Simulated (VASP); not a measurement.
# Ge in VASP: a series of runs

Runs on Ge. Level: PBE. Tasks: single point.

Everything below comes from runs of VASP 6.6.1. Logs are shortened: lines on timing, memory, paths and dates and some standing lists are left out, and cuts for length are marked.

**1. The cell of the first run**

The cell holds a slab with vacuum, 2 atoms: a = 4.116 Å, b = 4.116 Å, c = 28.000 Å, α = 90.00°, β = 90.00°, γ = 120.00°.

**2. Single point, PBE**

File INCAR:

```
SYSTEM = Ge
ALGO = Normal ; DIPOL = 0.5 0.5 0.500
EDIFF = 1E-6 ; ENCUT = 520
GGA = PE ; IDIPOL = 3
ISIF = 2 ; ISMEAR = 0
LASPH = .TRUE. ; LCHARG = .FALSE.
LDIPOL = .TRUE. ; LREAL = .FALSE.
LWAVE = .FALSE. ; NBANDS = 21
NELM = 100 ; PREC = Accurate
SIGMA = 0.1
```

File KPOINTS:

```
k-points
0
G
  12 12 1
  0 0 0
```

File POSCAR:

```
Ge
1.0
    4.1160000000      0.0000000000      0.0000000000
   -2.0580000000      3.5645605620      0.0000000000
    0.0000000000      0.0000000000     28.0000000000
Ge
2
Direct
    0.3333333333      0.6666666667      0.5103928571
    0.6666666667      0.3333333333      0.4896071429
```

Potentials or basis: VASP PAW PBE potentials, release 64 (Ge_d).

Run with:

```bash
$ cat potpaw_PBE.64/Ge_d/POTCAR > POTCAR
$ mpirun -np 1 vasp_std > vasp.out
```

OUTCAR:

```text
SYSTEM = Ge
   EDIFF = 1E-6
   ENCUT = 520
   GGA = PE
   ISIF = 2
   ISMEAR = 0
   LASPH = .TRUE.
   LREAL = .FALSE.
   NELM = 100
   PREC = Accurate

 ion  position               nearest neighbor table
   1  0.333  0.667  0.510-   2 2.45   2 2.45   2 2.45
   2  0.667  0.333  0.490-   1 2.45   1 2.45   1 2.45

  LATTYP: Found a hexagonal cell.
 ALAT       =     4.1160000000
 C/A-ratio  =     6.8027210884

  Lattice vectors:

 A1 = (   4.1160000000,   0.0000000000,   0.0000000000)
 A2 = (  -2.0580000000,   3.5645605620,   0.0000000000)
 A3 = (   0.0000000000,   0.0000000000,  28.0000000000)

Analysis of symmetry for initial positions (statically):
=====================================================================
 Subroutine PRICEL returns:
 Original cell was already a primitive cell.

 Routine SETGRP: Setting up the symmetry group for a
 hexagonal supercell.

 Subroutine GETGRP returns: Found 12 space group operations
 (whereof 12 operations were pure point group operations)
 out of a pool of 24 trial point group operations.

The static configuration has the point symmetry D_3d.

Analysis of symmetry for dynamics (positions and initial velocities):
=====================================================================
 Subroutine PRICEL returns:
 Original cell was already a primitive cell.

 Routine SETGRP: Setting up the symmetry group for a
 hexagonal supercell.

 Subroutine GETGRP returns: Found 12 space group operations
 (whereof 12 operations were pure point group operations)
 out of a pool of 24 trial point group operations.

The dynamic configuration has the point symmetry D_3d.

 Subroutine INISYM returns: Found 12 space group operations
 (whereof 12 operations are pure point group operations),
 and found     1 'primitive' translations

----------------------------------------------------------------------------------------

                                     Primitive cell

  volume of cell :     410.8085

  direct lattice vectors                    reciprocal lattice vectors
     4.116000000  0.000000000  0.000000000     0.242954325  0.140269745  0.000000000
    -2.058000000  3.564560562  0.000000000     0.000000000  0.280539489  0.000000000
     0.000000000  0.000000000 28.000000000     0.000000000  0.000000000  0.035714286

  length of vectors
     4.116000000  4.116000000 28.000000000     0.280539489  0.280539489  0.035714286

  position of ions in fractional coordinates (direct lattice)
     0.333333333  0.666666667  0.510392857
     0.666666667  0.333333333  0.489607143

  ion indices of the primitive-cell ions
   primitive index   ion index
                 1           1
                 2           2

----------------------------------------------------------------------------------------

 KPOINTS: k-points

Automatic generation of k-mesh.
 Grid dimensions read from file:
 generate k-points for:   12   12    1

 Generating k-lattice:

  Cartesian coordinates                     Fractional coordinates (reciprocal lattice)
     0.020246194  0.011689145  0.000000000     0.083333333  0.000000000  0.000000000
     0.000000000  0.023378291  0.000000000     0.000000000  0.083333333  0.000000000
     0.000000000  0.000000000  0.035714286     0.000000000  0.000000000  1.000000000

  Length of vectors
     0.023378291  0.023378291  0.035714286

  Shift w.r.t. Gamma in fractional coordinates (k-lattice)
     0.000000000  0.000000000  0.000000000

 Subroutine IBZKPT returns following result:
 ===========================================

 Found     19 irreducible k-points:

 Following reciprocal coordinates:
            Coordinates               Weight
  0.000000  0.000000  0.000000      1.000000
  0.083333 -0.000000  0.000000      6.000000
  0.166667  0.000000  0.000000      6.000000
  0.250000  0.000000  0.000000      6.000000
  0.333333  0.000000  0.000000      6.000000
  0.416667  0.000000  0.000000      6.000000
[... 11 lines left out ...]
  0.333333  0.250000  0.000000     12.000000
  0.333333  0.333333  0.000000      2.000000
   k-points           NKPTS =     19   k-points in BZ     NKDIM =     19   number of bands    NBANDS=     21
   number of dos      NEDOS =    301   number of ions     NIONS =      2
   total plane-waves  NPLWV = 215040
   dimension x,y,z NGX =    32 NGY =   32 NGZ =  210
   dimension x,y,z NGXF=    64 NGYF=   64 NGZF=  420
   ions per type =               2
   NGX,Y,Z   is equivalent  to a cutoff of  12.92, 12.92, 12.47 a.u.
   NGXF,Y,Z  is equivalent  to a cutoff of  25.85, 25.85, 24.94 a.u.
 SYSTEM =  Ge
   PREC   = accura    normal or accurate (medium, high low for compatibility)
   ISTART =      0    job   : 0-new  1-cont  2-samecut
   ICHARG =      2    charge: 1-file 2-atom 10-const
   ISPIN  =      1    spin polarized calculation?
   LNONCOLLINEAR =      F non collinear calculations
   LSORBIT =      F    spin-orbit coupling
   LASPH  =      T    aspherical Exc in radial PAW
   ENCUT  =  520.0 eV  38.22 Ry    6.18 a.u.   7.65  7.65 52.06*2*pi/ulx,y,z
   NELM   =    100;   NELMIN=  2; NELMDL= -5     # of ELM steps
   EDIFF  = 0.1E-05   stopping-criterion for ELM
   LREAL  =      F    real-space projection
   EDIFFG = 0.1E-04   stopping-criterion for IOM
   NSW    =      0    number of steps for IOM
   IBRION =     -1    ionic relax: 0-MD 1-quasi-New 2-CG
   NFREE  =      0    steps in history (QN), initial steepest desc. (CG)
   ISIF   =      2    stress and relaxation
   ISYM   =      2    0-nonsym 1-usesym 2-fastsym
   POTIM  = 0.5000    time-step for ionic-motion
   TEBEG  =    0.0;   TEEND  =   0.0 temperature during run
   PSTRESS=    0.0 pullay stress
   NELECT =      28.0000    total number of electrons
   NUPDOWN=      -1.0000    fix difference up-down
   EMIN   =  10.00;   EMAX   =-10.00  energy-range for DOS
   EFERMI =   0.00;   METHOD = LEGACY
   ISMEAR =     0;   SIGMA  =   0.10  broadening in eV -4-tet -1-fermi 0-gaus
   EFERMI_NEDOS =   21; number of points for ismear=-14 and -15
   IALGO  =     38    algorithm
   IMIX   =      4    mixing-type and parameters
     AMIX     =   0.40;   BMIX     =  1.00
     AMIX_MAG =   1.60;   BMIX_MAG =  1.00
  volume/ion in A,a.u.               =     205.40      1386.14
  Fermi-wavevector in a.u.,A,eV,Ry     =   0.668725  1.263707  6.084436  0.447193
  Thomas-Fermi vector in A             =   1.743724
   LORBIT       =      0    0 simple, 1 ext, 2 COOP (PROOUT), +10 PAW based schemes
   GGA     = PE    functional components
   LHFCALC =     F    Hartree Fock is set to
   AEXX    =    0.0000 exact exchange contribution
   IVDW    =     0    specifies the selected vdW correction
   LEPSILON=     F    determine dielectric tensor
   LRPA    =     F    only Hartree local field effects (RPA)
 non-spin polarized calculation
 Gauss-broadening in eV      SIGMA  =   0.10
  energy-cutoff  :      520.00
  volume of cell :      410.81
 maximum number of plane-waves:     11151
 NGX is ok and might be reduce to    32
   NGX = 15   NGY = 15   NGZ =105

 number of electron      28.0000022 magnetization

 dipolmoment           0.000000      0.000000     -0.000000 electrons x Angstroem

 Free energy of the ion-electron system (eV)
  ---------------------------------------------------
  ext. energy  EPLUGINS =         0.00000000
  ---------------------------------------------------
  free energy    TOTEN  =        -8.05359933 eV

  energy without entropy =       -8.05233025  energy(sigma->0) =       -8.05296479

 E-fermi :  -3.4673     XC(G=0):  -1.6254

 val. band max:       -3.6448809895   @ k =   0.0000   0.0000   0.0000
 cond. band min:      -3.4199898278   @ k =   0.3333   0.3333   0.0000
 fundamental gap:      0.2248911617
 Fermi energy:        -3.4673487787

 k-point     1 :       0.0000    0.0000    0.0000
  band No.  band energies     occupation
      1     -28.1096      2.00000
      2     -28.1096      2.00000
      3     -28.0894      2.00000
      4     -28.0752      2.00000
      5     -28.0752      2.00000
      6     -27.9887      2.00000
[... 13 lines left out ...]
     20       1.0004      0.00000
     21       1.4700      0.00000

 k-point     2 :       0.0833   -0.0000    0.0000
  band No.  band energies     occupation
      1     -28.1149      2.00000
      2     -28.1141      2.00000
      3     -28.0935      2.00000
      4     -28.0709      2.00000
      5     -28.0674      2.00000
      6     -27.9853      2.00000
[... 13 lines left out ...]
     20       1.0743      0.00000
     21       1.4141      0.00000

 k-point     3 :       0.1667    0.0000    0.0000
  band No.  band energies     occupation
      1     -28.1249      2.00000
      2     -28.1229      2.00000
      3     -28.1005      2.00000
      4     -28.0629      2.00000
      5     -28.0547      2.00000
      6     -27.9768      2.00000
[... 13 lines left out ...]
     20       1.2654      0.00000
     21       1.5005      0.00000

 k-point     4 :       0.2500    0.0000    0.0000
  band No.  band energies     occupation
      1     -28.1336      2.00000
      2     -28.1313      2.00000
      3     -28.1085      2.00000
      4     -28.0565      2.00000
      5     -28.0436      2.00000
      6     -27.9696      2.00000
[... 13 lines left out ...]
     20       1.9050      0.00000
     21       2.0900      0.00000

 k-point     5 :       0.3333    0.0000    0.0000
  band No.  band energies     occupation
      1     -28.1390      2.00000
      2     -28.1376      2.00000
      3     -28.1164      2.00000
      4     -28.0533      2.00000
      5     -28.0362      2.00000
      6     -27.9725      2.00000
[... 13 lines left out ...]
     20       2.7447      0.00000
     21       2.8822      0.00000
[... 262 lines left out ...]
     20       3.9260      0.00000
     21       3.9667      0.00000

 k-point    17 :       0.2500    0.2500    0.0000
  band No.  band energies     occupation
      1     -28.1623      2.00000
      2     -28.1304      2.00000
      3     -28.1223      2.00000
      4     -28.0521      2.00000
      5     -28.0018      2.00000
      6     -27.9847      2.00000
[... 13 lines left out ...]
     20       3.0790      0.00000
     21       3.2570      0.00000

 k-point    18 :       0.3333    0.2500    0.0000
  band No.  band energies     occupation
      1     -28.1681      2.00000
      2     -28.1284      2.00000
      3     -28.1250      2.00000
      4     -28.0498      2.00000
      5     -27.9964      2.00000
      6     -27.9853      2.00000
[... 13 lines left out ...]
     20       3.5676      0.00000
     21       3.8741      0.00000

 k-point    19 :       0.3333    0.3333    0.0000
  band No.  band energies     occupation
      1     -28.1713      2.00000
      2     -28.1265      2.00000
      3     -28.1265      2.00000
      4     -28.0488      2.00000
      5     -27.9876      2.00000
      6     -27.9876      2.00000
[... 13 lines left out ...]
     20       3.3239      0.00000
     21       3.3239      0.00000

------------------------ aborting loop because EDIFF is reached ----------------------------------------

 vacuum level on the upper side and lower side of the slab       (xc-potential included)        -0.007        -0.007

  FORCE on cell =-STRESS in cart. coord.  units (eV):
  Direction    XX          YY          ZZ          XY          YZ          ZX
  --------------------------------------------------------------------------------------
  -------------------------------------------------------------------------------------
  Total       -0.7349870     -0.7349870      0.1055843      0.0000000     -0.0000000     -0.0000000
  in kB       -2.8664929     -2.8664929      0.4117849      0.0000000     -0.0000000     -0.0000000
  external PRESSURE =      -1.7737336 kB  Pullay stress =       0.0000000 kB

 VOLUME and BASIS-vectors are now :
 -----------------------------------------------------------------------------
  energy-cutoff  :      520.00
  volume of cell :      410.81
      direct lattice vectors                 reciprocal lattice vectors
     4.116000000  0.000000000  0.000000000     0.242954325  0.140269745  0.000000000
    -2.058000000  3.564560562  0.000000000     0.000000000  0.280539489  0.000000000
     0.000000000  0.000000000 28.000000000     0.000000000  0.000000000  0.035714286

 POSITION                                       TOTAL-FORCE (eV/Angst)
 -----------------------------------------------------------------------------------
     -0.00000      2.37637     14.29100         0.000000      0.000000      0.207319
      2.05800      1.18819     13.70900         0.000000      0.000000     -0.207319
 -----------------------------------------------------------------------------------
    total drift:                               -0.000000      0.000000     -0.000000

  FREE ENERGIE OF THE ION-ELECTRON SYSTEM (eV)
  ---------------------------------------------------
  free  energy   TOTEN  =        -8.0535993297 eV

  energy  without entropy=       -8.0523302488  energy(sigma->0) =       -8.05296479

 vacuum level on the upper side and lower side of the slab         1.024         1.024
```

Wall time 2.4 min (1 thread of Intel Xeon 6975P-C (Granite Rapids), shared host); peak memory 0.54 GiB.

What came out:

```yaml
Free_energy: -8.0536 eV
Largest_force: 0.207 eV/Å
Band_gap_on_the_k_mesh: zero (bands 14 and 15 overlap by 0.22 eV)
```

Forces in eV/Å, atoms in the order of the input:
```
Ge   0.000  0.000  0.207
Ge   0.000  0.000 -0.207
```

Levels at points of the mesh, in eV from the Fermi level:
| k point | band 11 | band 12 | band 13 | band 14 | band 15 | band 16 | band 17 | band 18 |
| --- | --- | --- | --- | --- | --- | --- | --- | --- |
| (0.00, 0.00, 0.00) | -11.24 | -3.36 | -0.79 | -0.79 | -0.18 | 2.55 | 3.60 | 3.60 |
| (0.50, 0.00, 0.00) | -9.32 | -7.51 | -2.22 | -1.07 | 0.77 | 1.28 | 5.55 | 6.30 |

**3. Single point, PBE**

File INCAR:

```
PREC = Accurate
ENCUT = 520
EDIFF = 1E-6
ISMEAR = 0
SIGMA = 0.1
LREAL = False
LASPH = True
NELM = 60
ALGO = Normal
ISIF = 2
LWAVE = False
LCHARG = False
LDIPOL = True
IDIPOL = 3
DIPOL = 0.5 0.5 0.500
GGA = PE
NBANDS = 21
```

File KPOINTS:

```
regular mesh
0
Gamma
  12 12 1
```

File POSCAR:

```
Ge
1.0
    4.1160000000      0.0000000000      0.0000000000
   -2.0580000000      3.5645605620      0.0000000000
    0.0000000000      0.0000000000     28.0000000000
Ge
2
Direct
    0.3333333333      0.6666666667      0.5155714286
    0.6666666667      0.3333333333      0.4844285714
```

Potentials or basis: VASP PAW PBE potentials, release 64 (Ge_d).

Run with:

```bash
$ cat potpaw_PBE.64/Ge_d/POTCAR > POTCAR
$ mpirun -np 1 vasp_std > vasp.out
```

It took 2.4 min on 1 thread of Intel Xeon 6975P-C (Granite Rapids), shared host; peak memory 0.54 GiB.

The run converged. Its results:

```
Free energy            : -7.9686 eV
Largest force          : 0.877 eV/Å
Band gap on the k mesh : zero (bands 14 and 15 overlap by 0.06 eV)
```

Forces on the atoms (eV/Å):
```
Ge   0.000  0.000 -0.877
Ge   0.000  0.000  0.877
```

Levels at points of the mesh, in eV from the Fermi level:
```tsv
k point	band 10	band 11	band 12	band 13	band 14	band 15	band 16	band 17	band 18	band 19
(0.00, 0.00, 0.00)	-24.05	-10.57	-3.80	0.00	0.00	0.84	1.97	3.96	3.96	4.26
(0.50, 0.00, 0.00)	-24.01	-8.68	-6.93	-1.42	-1.20	0.56	2.01	5.09	6.26	6.31
```

**4. Single point, PBE**

File INCAR:

```
SYSTEM = Ge
ALGO     = Normal         ! electronic algorithm
DIPOL    = 0.5 0.5 0.500
EDIFF    = 1E-6           ! SCF threshold, eV
ENCUT    = 520            ! plane-wave cutoff, eV
GGA      = PE             ! functional
IDIPOL   = 3            
ISIF     = 2              ! what is computed and relaxed
ISMEAR   = 0              ! smearing method
LASPH    = .TRUE.         ! aspherical terms in the spheres
LCHARG   = .FALSE.        ! write CHGCAR
LDIPOL   = .TRUE.       
LREAL    = .FALSE.        ! projectors in reciprocal space
LWAVE    = .FALSE.        ! write WAVECAR
NBANDS   = 21             ! bands
NELM     = 100            ! most SCF steps
PREC     = Accurate       ! precision mode
SIGMA    = 0.1            ! smearing width, eV
```

File KPOINTS:

```
k-points
0
G
  12 12 1
  0 0 0
```

File POSCAR:

```
Ge
1.0
    4.1160000000      0.0000000000      0.0000000000
   -2.0580000000      3.5645605620      0.0000000000
    0.0000000000      0.0000000000     28.0000000000
Ge
2
Direct
    0.3333333333      0.6666666667      0.5025892857
    0.6666666667      0.3333333333      0.4974107143
```

Run with:

```bash
$ cat potpaw_PBE.64/Ge_d/POTCAR > POTCAR
$ mpirun -np 1 vasp_std > vasp.out
```

Wall time 2.2 min (1 thread of Intel Xeon 6975P-C (Granite Rapids), shared host); peak memory 0.54 GiB.

It converged, with:

```
Free energy            : -7.8511 eV
Largest force          : 0.346 eV/Å
Band gap on the k mesh : zero (bands 14 and 15 overlap by 1.46 eV)
```

Forces on the atoms (eV/Å):
```
Ge   0.000  0.000  0.346
Ge   0.000  0.000 -0.346
```

Levels at points of the mesh, in eV from the Fermi level:
```
           k point  band 11  band 12  band 13  band 14  band 15  band 16  band 17  band 18
(0.00, 0.00, 0.00)   -11.66    -2.63    -1.35    -1.35    -1.12     3.39     3.39     3.40
(0.50, 0.00, 0.00)    -9.72    -7.90    -2.79    -0.63     0.64     1.15     6.14     6.51
```

**5. Single point, PBE**

File INCAR:

```
PREC = Accurate ; ENCUT = 520
EDIFF = 1E-6 ; ISMEAR = 0
SIGMA = 0.1 ; LREAL = F
LASPH = T ; NELM = 60
ALGO = Normal ; ISIF = 2
LWAVE = F ; LCHARG = T
LDIPOL = T ; IDIPOL = 3
DIPOL = 0.5 0.5 0.500 ; GGA = PE
LELF = T ; LVHAR = T
LVACPOTAV = T ; NBANDS = 21
```

File KPOINTS:

```
Automatic mesh
0
Gamma
  12 12 1
```

File POSCAR:

```
Ge
1.0
    4.1160000000      0.0000000000      0.0000000000
   -2.0580000000      3.5645605620      0.0000000000
    0.0000000000      0.0000000000     28.0000000000
Ge
2
Direct
    0.3333333333      0.6666666667      0.5077857143
    0.6666666667      0.3333333333      0.4922142857
```

Run with:

```bash
$ cat potpaw_PBE.64/Ge_d/POTCAR > POTCAR
$ mpirun -np 1 vasp_std > vasp.out
```

Wall time 2.3 min (1 thread of Intel Xeon 6975P-C (Granite Rapids), shared host); peak memory 0.54 GiB.

Results (log left out):

```yaml
Free_energy: -7.9981 eV
Largest_force: 0.518 eV/Å
Band_gap_on_the_k_mesh: zero (bands 14 and 15 overlap by 0.75 eV)
Work_function_of_the_upper_face: 4.47 eV
Work_function_of_the_lower_face: 4.47 eV
```

Forces in eV/Å, atoms in the order of the input:
```
Ge   0.000  0.000  0.518
Ge   0.000  0.000 -0.518
```

Levels at points of the mesh, in eV from the Fermi level:
```
           k point  band 12  band 13  band 14  band 15  band 16  band 17
(0.00, 0.00, 0.00)    -3.20    -1.17    -1.17    -0.70     2.78     3.38
(0.50, 0.00, 0.00)    -7.82    -2.61    -1.03     0.80     0.89     5.69
```

**6. Summary**

| cell | gap on the mesh (eV) | largest force (eV/Å) |
| --- | --- | --- |
| as given, atomic positions A | none | 0.21 |
| as given, atomic positions B | none | 0.88 |
| as given, atomic positions C | none | 0.35 |
| as given, atomic positions D | none | 0.52 |

Alike in all rows: task single point; level PBE; potentials or basis VASP PAW PBE potentials, release 64 (Ge_d); no spin polarisation; k mesh 12 × 12 × 1; cutoff (eV) 520; smearing gaussian 0.1 eV.

Absolute energies hang on the potentials; compare differences alone.
